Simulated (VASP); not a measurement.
Input of a VASP 6.6.1 run:

Contents of POSCAR:

```
Si3N4
1.0
   -3.1553441600      3.1553441600      3.1553441600
    3.1553441600     -3.1553441600      3.1553441600
    3.1553441600      3.1553441600     -3.1553441600
Si N
6 8
Direct
    0.2500000000      0.1250000000      0.8750000000
    0.8750000000      0.2500000000      0.1250000000
    0.7500000000      0.3750000000      0.6250000000
    0.6250000000      0.7500000000      0.3750000000
    0.1250000000      0.8750000000      0.2500000000
    0.3750000000      0.6250000000      0.7500000000
    0.5571263333      0.5571263333      0.5571263333
    0.4428736667      0.5000000000      0.0000000000
    0.5000000000      0.0000000000      0.9428736667
    0.0000000000      0.4428736667      0.5000000000
    0.9428736667      0.5000000000      0.0000000000
    0.0571263333      0.0571263333      0.0571263333
    0.0000000000      0.9428736667      0.5000000000
    0.5000000000      0.0000000000      0.4428736667
```

The input INCAR.step1:

```
SYSTEM = Si3N4
  PREC = Accurate
  ENCUT = 520
  ISMEAR = -1
  SIGMA = 0.02
  LREAL = .FALSE.
  LASPH = .TRUE.
  NELM = 80
  NBANDS = 45
  GGA = PE
  ALGO = Normal
  EDIFF = 1E-4
  LWAVE = .TRUE.
  LCHARG = .FALSE.
```

The input INCAR.step2:

```
SYSTEM = Si3N4
  PREC = Accurate
  ENCUT = 520
  EDIFF = 1E-7
  ISMEAR = -1
  SIGMA = 0.02
  LREAL = .FALSE.
  LASPH = .TRUE.
  NELM = 80
  ALGO = Normal
  ISIF = 2
  LWAVE = .FALSE.
  LCHARG = .TRUE.
  METAGGA = R2SCAN
  LMIXTAU = .TRUE.
  LELF = .TRUE.
  LVHAR = .TRUE.
  NBANDS = 45
  ISTART = 1
```

File KPOINTS:

```
regular mesh
0
G
  6 6 6
  0 0 0
```

Potentials or basis: VASP PAW PBE potentials, release 64 (Si, N).

The run is started by

```bash
$ cat potpaw_PBE.64/Si/POTCAR potpaw_PBE.64/N/POTCAR > POTCAR
$ cp INCAR.step1 INCAR
$ mpirun -np 1 vasp_std > vasp.out
$ cp INCAR.step2 INCAR
$ mpirun -np 1 vasp_std > vasp.out
```

Task: Estimate the pressure.

Result: 18.8 GPa.

Task: What does it give for the largest force?

Result: 0.004 eV/Å.

Forces on the atoms (eV/Å):
```
Si   0.000  0.000  0.000
Si   0.000  0.000  0.000
Si   0.000  0.000  0.000
Si   0.000  0.000  0.000
Si   0.000  0.000  0.000
Si   0.000  0.000  0.000
N    0.002  0.002  0.002
N    0.002 -0.002 -0.002
N   -0.002 -0.002  0.002
N   -0.002  0.002 -0.002
N    0.002 -0.002 -0.002
N    0.002  0.002  0.002
N   -0.002  0.002 -0.002
N   -0.002 -0.002  0.002
```

Caveat: the cell stands under pressure; the PAW data sets were made with another functional, which shifts forces and pressure a little.
